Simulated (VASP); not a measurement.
# Be (Fm-3m) in VASP: further runs, part 2 of 2

VASP 6.6.1.

## Step 3: Relaxation of cell and atoms, PBE, target pressure 270 GPa, at which the enthalpy is minimised

INCAR reads:

```
ALGO     = Normal         # electronic algorithm
EDIFF    = 1E-7           # SCF threshold, eV
EDIFFG   = -0.005         # ionic threshold
ENCUT    = 600            # plane-wave cutoff, eV
GGA      = PE             # functional
IBRION   = 2              # ionic algorithm
ISIF     = 3              # what is computed and relaxed
ISMEAR   = -1             # smearing method
LASPH    = True           # aspherical terms in the spheres
LCHARG   = False          # write CHGCAR
LREAL    = False          # projectors in reciprocal space
LWAVE    = False          # write WAVECAR
NELM     = 80             # most SCF steps
NSW      = 32             # ionic steps
PREC     = Accurate       # precision mode
PSTRESS  = 2700.0       
SIGMA    = 0.1            # smearing width, eV
```

KPOINTS reads:

```
k-points
0
Gamma
  26 26 26
```

POSCAR reads:

```
Be
1.0
    0.0000000000      1.2515200370      1.2515200370
    1.2515200370      0.0000000000      1.2515200370
    1.2515200370      1.2515200370      0.0000000000
Be
1
Direct
    0.0000000000      0.0000000000      0.0000000000
```

Potentials or basis: VASP PAW PBE potentials, release 64 (Be).

Command:

```sh
cat potpaw_PBE.64/Be/POTCAR > POTCAR
mpirun -np 1 vasp_std > vasp.out
```

OUTCAR:

```text
EDIFF = 1E-7
   EDIFFG = -0.005
   ENCUT = 600
   GGA = PE
   IBRION = 2
   ISIF = 3
   ISMEAR = -1
   LASPH = True
   LREAL = False
   NELM = 80
   NSW = 32
   PREC = Accurate
   PSTRESS = 2700.0

 ion  position               nearest neighbor table
   1  0.000  0.000  0.000-

  LATTYP: Found a face centered cubic cell.
 ALAT       =     2.5030400740

  Lattice vectors:

 A1 = (   0.0000000000,   1.2515200370,   1.2515200370)
 A2 = (   1.2515200370,   0.0000000000,   1.2515200370)
 A3 = (   1.2515200370,   1.2515200370,   0.0000000000)

Analysis of symmetry for initial positions (statically):
=====================================================================
 Subroutine PRICEL returns:
 Original cell was already a primitive cell.

 Routine SETGRP: Setting up the symmetry group for a
 face centered cubic supercell.

 Subroutine GETGRP returns: Found 48 space group operations
 (whereof 48 operations were pure point group operations)
 out of a pool of 48 trial point group operations.

The static configuration has the point symmetry O_h .

Analysis of symmetry for dynamics (positions and initial velocities):
=====================================================================
 Subroutine PRICEL returns:
 Original cell was already a primitive cell.

 Routine SETGRP: Setting up the symmetry group for a
 face centered cubic supercell.

 Subroutine GETGRP returns: Found 48 space group operations
 (whereof 48 operations were pure point group operations)
 out of a pool of 48 trial point group operations.

The dynamic configuration has the point symmetry O_h .

 Subroutine INISYM returns: Found 48 space group operations
 (whereof 48 operations are pure point group operations),
 and found     1 'primitive' translations

[... 113 lines left out ...]
  volume/ion in A,a.u.               =       3.92        26.46
  Fermi-wavevector in a.u.,A,eV,Ry     =   1.308088  2.471928 23.280857  1.711095
  Thomas-Fermi vector in A             =   2.438779
   LORBIT       =      0    0 simple, 1 ext, 2 COOP (PROOUT), +10 PAW based schemes
   GGA     = PE    functional components
   LHFCALC =     F    Hartree Fock is set to
   AEXX    =    0.0000 exact exchange contribution
   IVDW    =     0    specifies the selected vdW correction
   LEPSILON=     F    determine dielectric tensor
   LRPA    =     F    only Hartree local field effects (RPA)
 conjugate gradient relaxation of ions
 non-spin polarized calculation
  energy-cutoff  :      600.00
  volume of cell :        3.92
 maximum number of plane-waves:       140
   NGX =  7   NGY =  7   NGZ =  7

--------------------------------------- Ionic step        1  -------------------------------------------

 number of electron       2.0000000 magnetization

 Free energy of the ion-electron system (eV)
  ---------------------------------------------------
  ext. energy  EPLUGINS =         0.00000000
  ---------------------------------------------------
  free energy    TOTEN  =        -1.68591607 eV

  energy without entropy =       -1.68512987  energy(sigma->0) =       -1.68552297

------------------------ aborting loop because EDIFF is reached ----------------------------------------

  FORCE on cell =-STRESS in cart. coord.  units (eV):
  Direction    XX          YY          ZZ          XY          YZ          ZX
  --------------------------------------------------------------------------------------
  -------------------------------------------------------------------------------------
  Total        6.6450811      6.6450811      6.6450811     -0.0000000     -0.0000000      0.0000000
  in kB     2715.6103296   2715.6103296   2715.6103296     -0.0000000     -0.0000000      0.0000000
  external PRESSURE =      15.6103296 kB  Pullay stress =    2700.0000000 kB
[... 61 lines left out ...]
--------------------------------------- Ionic step        3  -------------------------------------------

 number of electron       2.0000000 magnetization

 Free energy of the ion-electron system (eV)
  ---------------------------------------------------
  ext. energy  EPLUGINS =         0.00000000
  ---------------------------------------------------
  free energy    TOTEN  =        -1.69793843 eV

  energy without entropy =       -1.69715055  energy(sigma->0) =       -1.69754449

 E-fermi :  15.0652     XC(G=0): -13.1640

 val. band max:       15.0619776715   @ k =  -0.3462   0.3462   0.0000
 cond. band min:      15.1435602410   @ k =  -0.3846   0.3462   0.0000
 fundamental gap:      0.0815825695
 Fermi energy:        15.0652485670

 k-point     1 :       0.0000    0.0000    0.0000
  band No.  band energies     occupation
      1      -0.6935      2.00000
      2      48.6004      0.00000
      3      48.6004      0.00000
      4      48.6004      0.00000
      5      60.5295      0.00000
[... 177 lines left out ...]
 k-point    24 :       0.3846    0.0385    0.0000
  band No.  band energies     occupation
      1       4.2540      2.00000
      2      22.5055      0.00000
      3      42.5278      0.00000
      4      44.4826      0.00000
      5      54.5010      0.00000

 [... further k-points ...]
[... 5 lines left out ...]
  --------------------------------------------------------------------------------------
  -------------------------------------------------------------------------------------
  Total        6.6199470      6.6199470      6.6199470      0.0000000     -0.0000000      0.0000000
  in kB     2700.4389011   2700.4389011   2700.4389011      0.0000000     -0.0000000      0.0000000
  external PRESSURE =       0.4389011 kB  Pullay stress =    2700.0000000 kB
[... 20 lines left out ...]
  energy  without entropy=       -1.6971505529  energy(sigma->0) =       -1.69754449

  enthalpy is  TOTEN    =         4.9209325885 eV   P V=        6.6188710158

 reached required accuracy - stopping structural energy minimisation
```

OSZICAR:

```text
N       E                     dE             d eps       ncg     rms          rms(c)
DAV:   1     0.135488649035E+01    0.13549E+01   -0.14956E+03  5755   0.391E+02
DAV:   2    -0.185601537700E+01   -0.32109E+01   -0.30344E+01  6500   0.592E+01
[... 17 lines left out ...]
       N       E                     dE             d eps       ncg     rms          rms(c)
DAV:   1    -0.169793820522E+01    0.24465E-01   -0.17905E-04  5180   0.185E-01    0.917E-03
DAV:   2    -0.169793751899E+01    0.68623E-06   -0.27426E-07  6420   0.846E-03    0.577E-03
DAV:   3    -0.169793859453E+01   -0.10755E-05   -0.55337E-07  5360   0.124E-02    0.301E-04
DAV:   4    -0.169793847396E+01    0.12057E-06   -0.54428E-09  2860   0.117E-03    0.113E-04
DAV:   5    -0.169793842725E+01    0.46710E-07   -0.48728E-10  2555   0.304E-04
   3 F= 0.49209326E+01 E0= 0.49213265E+01  d E =-.340834E-04
```

CONTCAR:

```text
Be
   1.00000000000000
    -0.0000000000000000    1.2522765463313281    1.2522765463313281
     1.2522765463313281   -0.0000000000000000    1.2522765463313281
     1.2522765463313281    1.2522765463313281   -0.0000000000000000
  Be
     1
Direct
     0.0000000000000000    0.0000000000000000    0.0000000000000000

  0.00000000E+00  0.00000000E+00  0.00000000E+00
```

Wall time 4.5 s (1 thread of Intel Xeon 6975P-C (Granite Rapids), shared host); peak memory 0.12 GiB.

Results:

```yaml
Free_energy: -1.6979 eV
Relaxed_volume: 3.93 Å³/atom
Relaxed_cell: a = 1.771 Å, b = 1.771 Å, c = 1.771 Å, α = 60.00°, β = 60.00°, γ = 60.00°
Space_group_after_relaxing_to_0.05_Å: Fm-3m (No. 225)
Energy_change_on_relaxing_the_enthalpy_is_what_falls: -12.0 meV/atom
Ionic_steps: 3
Pressure_after_relaxing: 270.0 GPa
Band_gap_on_the_k_mesh: zero (band 1 reaches 15.75 eV, above the bottom of band 2 at 14.51 eV)
```

The path:
```tsv
step	energy change (eV)	largest force (eV/Å)	pressure (GPa)	volume (Å³)
1	0.0000	0.0000	271.56	3.92
2	-0.0365	0.0000	266.96	3.94
3	-0.0120	0.0000	270.04	3.93
```

Final structure:
```xyz
1
Lattice="0.0000 1.2523 1.2523 1.2523 0.0000 1.2523 1.2523 1.2523 0.0000" Properties=species:S:1:pos:R:3 pbc="T T T"
Be    0.0000    0.0000    0.0000
```

Caveat: the cell is relaxed towards a set pressure, so the enthalpy falls and the energy may rise.
